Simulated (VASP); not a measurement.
# Se (Pm-3n) in VASP: a series of runs

The runs below take Se through single point, relaxation of cell and atoms, with PBEsol.

All numbers are computed with VASP 6.6.1; they aren't measurements. Logs are shortened: lines on timing, memory, paths and dates and some standing lists are left out, and cuts for length are marked.

## Step 1: The cell of the first run

The structure is cubic, space group Pm-3n (No. 223). The conventional cell has a = 5.395 Å, b = 5.395 Å, c = 5.395 Å, α = 90.00°, β = 90.00°, γ = 90.00°. Within 4.0 Å of Se (site symmetry m-3) lie 12 Se at 3.02 Å. Se (site symmetry -4m2) has 14 Se at 2.70 to 3.30 Å within 3.6 Å.

## Step 2: Single point, PBEsol

Input file INCAR:

```
SYSTEM = Se
ALGO = Normal
EDIFF = 1E-6
ENCUT = 520
GGA = PS
ISIF = 2
ISMEAR = -1
LASPH = .TRUE.
LCHARG = .TRUE.
LELF = .TRUE.
LREAL = .FALSE.
LVHAR = .TRUE.
LWAVE = .FALSE.
NBANDS = 34
NELM = 100
PREC = Accurate
SIGMA = 0.1
```

Input file KPOINTS:

```
k-points
0
G
  5 5 5
  0 0 0
```

Input file POSCAR:

```
Se
1.0
    5.3950284415      0.0000000000      0.0000000000
    0.0000000000      5.3950284415      0.0000000000
    0.0000000000      0.0000000000      5.3950284415
Se
8
Direct
    0.0000000000      1.0000000000      0.0000000000
    0.5000000000      0.5000000000      0.5000000000
    0.2500000000      1.0000000000      0.5000000000
    0.7500000000      0.0000000000      0.5000000000
    0.5000000000      0.2500000000      0.0000000000
    0.5000000000      0.7500000000      0.0000000000
    1.0000000000      0.5000000000      0.2500000000
    1.0000000000      0.5000000000      0.7500000000
```

Potentials or basis: VASP PAW PBE potentials, release 64 (Se).

Started as:

```console
$ cat potpaw_PBE.64/Se/POTCAR > POTCAR
$ mpirun -np 1 vasp_std > vasp.out
```

OUTCAR:

```text
SYSTEM = Se
   EDIFF = 1E-6
   ENCUT = 520
   GGA = PS
   ISIF = 2
   ISMEAR = -1
   LASPH = .TRUE.
   LREAL = .FALSE.
   NELM = 100
   PREC = Accurate

 ion  position               nearest neighbor table
   1  0.000  0.000  0.000-
   2  0.500  0.500  0.500-
   3  0.250  0.000  0.500-   4 2.70   4 2.70
   4  0.750  0.000  0.500-   3 2.70   3 2.70
   5  0.500  0.250  0.000-   6 2.70   6 2.70
   6  0.500  0.750  0.000-   5 2.70   5 2.70
   7  0.000  0.500  0.250-   8 2.70   8 2.70
   8  0.000  0.500  0.750-   7 2.70   7 2.70

  LATTYP: Found a simple cubic cell.
 ALAT       =     5.3950284415

  Lattice vectors:

 A1 = (   5.3950284415,   0.0000000000,   0.0000000000)
 A2 = (   0.0000000000,   5.3950284415,   0.0000000000)
 A3 = (   0.0000000000,   0.0000000000,   5.3950284415)

Analysis of symmetry for initial positions (statically):
=====================================================================
 Subroutine PRICEL returns:
 Original cell was already a primitive cell.

 Routine SETGRP: Setting up the symmetry group for a
 simple cubic supercell.

 Subroutine GETGRP returns: Found 48 space group operations
 (whereof 24 operations were pure point group operations)
 out of a pool of 48 trial point group operations.

The static configuration has the point symmetry T_h .
 The point group associated with its full space group is O_h .

Analysis of symmetry for dynamics (positions and initial velocities):
=====================================================================
 Subroutine PRICEL returns:
 Original cell was already a primitive cell.

 Routine SETGRP: Setting up the symmetry group for a
 simple cubic supercell.

 Subroutine GETGRP returns: Found 48 space group operations
 (whereof 24 operations were pure point group operations)
 out of a pool of 48 trial point group operations.

The dynamic configuration has the point symmetry T_h .
 The point group associated with its full space group is O_h .

 Subroutine INISYM returns: Found 48 space group operations
 (whereof 24 operations are pure point group operations),
 and found     1 'primitive' translations
[... 88 lines left out ...]
   LSORBIT =      F    spin-orbit coupling
   LASPH  =      T    aspherical Exc in radial PAW
   ENCUT  =  520.0 eV  38.22 Ry    6.18 a.u.  10.03 10.03 10.03*2*pi/ulx,y,z
   NELM   =    100;   NELMIN=  2; NELMDL= -5     # of ELM steps
   EDIFF  = 0.1E-05   stopping-criterion for ELM
   LREAL  =      F    real-space projection
   EDIFFG = 0.1E-04   stopping-criterion for IOM
   NSW    =      0    number of steps for IOM
   IBRION =     -1    ionic relax: 0-MD 1-quasi-New 2-CG
   NFREE  =      0    steps in history (QN), initial steepest desc. (CG)
   ISIF   =      2    stress and relaxation
   ISYM   =      2    0-nonsym 1-usesym 2-fastsym
   POTIM  = 0.5000    time-step for ionic-motion
   TEBEG  =    0.0;   TEEND  =   0.0 temperature during run
   PSTRESS=    0.0 pullay stress
   NELECT =      48.0000    total number of electrons
   NUPDOWN=      -1.0000    fix difference up-down
   EMIN   =  10.00;   EMAX   =-10.00  energy-range for DOS
   EFERMI =   0.00;   METHOD = LEGACY
   ISMEAR =    -1;   SIGMA  =   0.10  broadening in eV -4-tet -1-fermi 0-gaus
   EFERMI_NEDOS =   21; number of points for ismear=-14 and -15
   IALGO  =     38    algorithm
   IMIX   =      4    mixing-type and parameters
     AMIX     =   0.40;   BMIX     =  1.00
     AMIX_MAG =   1.60;   BMIX_MAG =  1.00
  volume/ion in A,a.u.               =      19.63       132.46
  Fermi-wavevector in a.u.,A,eV,Ry     =   1.102795  2.083981 16.546822  1.216157
  Thomas-Fermi vector in A             =   2.239243
   LORBIT       =      0    0 simple, 1 ext, 2 COOP (PROOUT), +10 PAW based schemes
   GGA     = PS    functional components
   LHFCALC =     F    Hartree Fock is set to
   AEXX    =    0.0000 exact exchange contribution
   IVDW    =     0    specifies the selected vdW correction
   LEPSILON=     F    determine dielectric tensor
   LRPA    =     F    only Hartree local field effects (RPA)
 non-spin polarized calculation
  energy-cutoff  :      520.00
  volume of cell :      157.03
 maximum number of plane-waves:      4248
   NGX = 21   NGY = 21   NGZ = 21

 number of electron      48.0000004 magnetization

 Free energy of the ion-electron system (eV)
  ---------------------------------------------------
  ext. energy  EPLUGINS =         0.00000000
  ---------------------------------------------------
  free energy    TOTEN  =       -25.77249078 eV

  energy without entropy =      -25.49718428  energy(sigma->0) =      -25.63483753

 E-fermi :   5.6902     XC(G=0): -10.8792

 val. band max:        5.6730331926   @ k =   0.4000   0.2000   0.0000
 cond. band min:       5.7092445565   @ k =   0.4000   0.0000   0.0000
 fundamental gap:      0.0362113638
 Fermi energy:         5.6902319895

 k-point     1 :       0.0000    0.0000    0.0000
  band No.  band energies     occupation
      1     -10.7214      2.00000
      2      -7.8871      2.00000
      3      -7.8871      2.00000
      4      -7.7301      2.00000
      5      -5.9427      2.00000
      6      -5.9427      2.00000
[... 359 lines left out ...]
     33      13.3250      0.00000
     34      13.3251      0.00000

------------------------ aborting loop because EDIFF is reached ----------------------------------------

  FORCE on cell =-STRESS in cart. coord.  units (eV):
  Direction    XX          YY          ZZ          XY          YZ          ZX
  --------------------------------------------------------------------------------------
  -------------------------------------------------------------------------------------
  Total        0.0896627      0.0896627      0.0896627      0.0000000      0.0000000     -0.0000000
  in kB        0.9148315      0.9148315      0.9148315      0.0000000      0.0000000     -0.0000000
  external PRESSURE =       0.9148315 kB  Pullay stress =       0.0000000 kB

 VOLUME and BASIS-vectors are now :
 -----------------------------------------------------------------------------
  energy-cutoff  :      520.00
  volume of cell :      157.03
      direct lattice vectors                 reciprocal lattice vectors
     5.395028442  0.000000000  0.000000000     0.185355835  0.000000000  0.000000000
     0.000000000  5.395028442  0.000000000     0.000000000  0.185355835  0.000000000
     0.000000000  0.000000000  5.395028442     0.000000000  0.000000000  0.185355835

 POSITION                                       TOTAL-FORCE (eV/Angst)
 -----------------------------------------------------------------------------------
      0.00000      0.00000      0.00000         0.000000      0.000000      0.000000
      2.69751      2.69751      2.69751         0.000000      0.000000      0.000000
      1.34876      0.00000      2.69751        -0.000000      0.000000     -0.000000
      4.04627      0.00000      2.69751         0.000000     -0.000000     -0.000000
      2.69751      1.34876      0.00000        -0.000000      0.000000     -0.000000
      2.69751      4.04627      0.00000         0.000000     -0.000000      0.000000
      0.00000      2.69751      1.34876        -0.000000     -0.000000      0.000000
      0.00000      2.69751      4.04627        -0.000000     -0.000000     -0.000000
 -----------------------------------------------------------------------------------
    total drift:                                0.000000     -0.000000      0.000000

  FREE ENERGIE OF THE ION-ELECTRON SYSTEM (eV)
  ---------------------------------------------------
  free  energy   TOTEN  =       -25.7724907754 eV

  energy  without entropy=      -25.4971842847  energy(sigma->0) =      -25.63483753
```

Run time: 40 s. Hardware: 1 thread of AMD EPYC 7R13 (Zen 3), shared host; peak memory 0.21 GiB.

What came out:

| Property | Result |
| --- | --- |
| Free energy | -25.7725 eV |
| Pressure | 0.1 GPa |
| Band gap on the k mesh | zero (bands 24 and 25 overlap by 0.57 eV) |

Caveat: the PAW data sets were made with another functional, which shifts forces and pressure a little.

## Step 3: Single point, PBEsol

Input file INCAR:

```
ALGO = Normal ; EDIFF = 1E-6
ENCUT = 520 ; GGA = PS
ISIF = 2 ; ISMEAR = -1
LASPH = T ; LCHARG = F
LREAL = F ; LWAVE = F
NBANDS = 34 ; NELM = 60
PREC = Accurate ; SIGMA = 0.1
```

Input file KPOINTS:

```
k-points
0
Gamma
  6 6 6
```

POSCAR is that of step 2.

Potentials or basis: VASP PAW PBE potentials, release 64 (Se).

Started as:

```console
$ cat potpaw_PBE.64/Se/POTCAR > POTCAR
$ mpirun -np 1 vasp_std > vasp.out
```

It took 70 s on 1 thread of AMD EPYC 7R13 (Zen 3), shared host; peak memory 0.23 GiB.

It converged, with:

| Property | Result |
| --- | --- |
| Free energy | -25.8538 eV |
| Pressure | 0.0 GPa |
| Band gap on the k mesh | zero (bands 24 and 25 overlap by 1.55 eV) |

Levels at points of the mesh, in eV from the Fermi level:
| k point | band 20 | band 21 | band 22 | band 23 | band 24 | band 25 | band 26 | band 27 | band 28 | band 29 |
| --- | --- | --- | --- | --- | --- | --- | --- | --- | --- | --- |
| (0.00, 0.00, 0.00) | -2.49 | -0.26 | -0.26 | -0.26 | 0.07 | 0.07 | 0.07 | 1.67 | 1.67 | 1.67 |
| (0.50, 0.00, 0.00) | -1.59 | -1.23 | -1.23 | -0.51 | -0.51 | 0.19 | 0.19 | 1.56 | 1.56 | 1.98 |
| (0.50, 0.50, 0.00) | -1.48 | -1.39 | -0.67 | -0.27 | -0.27 | 0.35 | 0.35 | 0.46 | 0.51 | 0.71 |
| (0.50, 0.50, 0.50) | -1.09 | -1.09 | -1.09 | -0.92 | -0.92 | -0.92 | -0.92 | -0.42 | -0.42 | -0.42 |

Caveat: the PAW data sets were made with another functional, which shifts forces and pressure a little.

## Step 4: Relaxation of cell and atoms, PBEsol

This run uses another cell than the first one, of 21.81 Å³/atom.

Input file INCAR:

```
  PREC = Accurate
  ENCUT = 600
  EDIFF = 1E-6
  ISMEAR = -1
  SIGMA = 0.1
  LREAL = F
  LASPH = T
  NELM = 80
  ALGO = Normal
  ISIF = 3
  LWAVE = F
  LCHARG = F
  GGA = PS
  IBRION = 2
  NSW = 80
  EDIFFG = -0.01
```

Input file KPOINTS:

```
Automatic mesh
0
Gamma
  5 5 5
```

Input file POSCAR:

```
Se
1.0
    5.5877784105      0.0000000000      0.0000000000
    0.0000000000      5.5877784105      0.0000000000
    0.0000000000      0.0000000000      5.5877784105
Se
8
Direct
    0.0000000000      0.0000000000      0.0000000000
    0.5000000000      0.5000000000      0.5000000000
    0.2500000000      0.0000000000      0.5000000000
    0.7500000000      0.0000000000      0.5000000000
    0.5000000000      0.2500000000      0.0000000000
    0.5000000000      0.7500000000      0.0000000000
    0.0000000000      0.5000000000      0.2500000000
    0.0000000000      0.5000000000      0.7500000000
```

Started as:

```console
$ cat potpaw_PBE.64/Se/POTCAR > POTCAR
$ mpirun -np 1 vasp_std > vasp.out
```

Run time: 2.3 min. Hardware: 1 thread of AMD EPYC 7R13 (Zen 3), shared host; peak memory 0.31 GiB.

It converged, with:

```yaml
Free_energy: -25.7739 eV
Relaxed_volume: 19.65 Å³/atom
Relaxed_cell: a = 5.397 Å, b = 5.397 Å, c = 5.397 Å, α = 90.00°, β = 90.00°, γ = 90.00°
Space_group_after_relaxing_to_0.1_Å: Pm-3n (No. 223)
Energy_gained_by_relaxing: 47.7 meV/atom
Ionic_steps: 3
Pressure_after_relaxing: 0.0 GPa
Band_gap_on_the_k_mesh: zero (bands 24 and 25 overlap by 0.57 eV)
```

The path:
| step | energy change (eV) | largest force (eV/Å) | pressure (GPa) | volume (Å³) |
| --- | --- | --- | --- | --- |
| 1 | 0.0000 | 0.0000 | -6.42 | 174.47 |
| 2 | -0.3574 | 0.0000 | 2.08 | 153.33 |
| 3 | -0.3819 | 0.0000 | 0.02 | 157.17 |

Final structure:
```cif
data_structure
_symmetry_space_group_name_H-M 'P 1'
_symmetry_Int_Tables_number 1
_cell_length_a 5.3966
_cell_length_b 5.3966
_cell_length_c 5.3966
_cell_angle_alpha 90.000
_cell_angle_beta 90.000
_cell_angle_gamma 90.000
_cell_volume 157.17
loop_
_atom_site_label
_atom_site_type_symbol
_atom_site_fract_x
_atom_site_fract_y
_atom_site_fract_z
_atom_site_occupancy
Se1 Se 0.00000 0.00000 0.00000 1
Se2 Se 0.50000 0.50000 0.50000 1
Se3 Se 0.25000 0.00000 0.50000 1
Se4 Se 0.75000 0.00000 0.50000 1
Se5 Se 0.50000 0.25000 0.00000 1
Se6 Se 0.50000 0.75000 0.00000 1
Se7 Se 0.00000 0.50000 0.25000 1
Se8 Se 0.00000 0.50000 0.75000 1
```

Levels at points of the mesh, in eV from the Fermi level:
```tsv
k point	band 20	band 21	band 22	band 23	band 24	band 25	band 26	band 27
(0.00, 0.00, 0.00)	-2.46	-0.24	-0.24	-0.24	0.10	0.10	0.10	1.69
```

Caveat: the PAW data sets were made with another functional, which shifts forces and pressure a little.

## Step 5: The runs side by side

| task | cell | k mesh | cutoff (eV) | gap on the mesh (eV) | pressure (GPa) |
| --- | --- | --- | --- | --- | --- |
| single point | a = 5.395 Å, 8 atoms | 5 × 5 × 5 | 520 | none | 0.1 |
| single point | a = 5.395 Å, 8 atoms | 6 × 6 × 6 | 520 | none | 0.0 |
| relaxation of cell and atoms | relaxed from a = 5.588 Å, 8 atoms | 5 × 5 × 5 | 600 | none | 0.0 |

Alike in all rows: level PBEsol; potentials or basis VASP PAW PBE potentials, release 64 (Se); no spin polarisation; smearing fermi-dirac 0.1 eV.

Caveats: the PAW data sets were made with another functional, which shifts forces and pressure a little.

Total energies depend on the potentials used, so only differences within one code and one set of settings carry meaning.
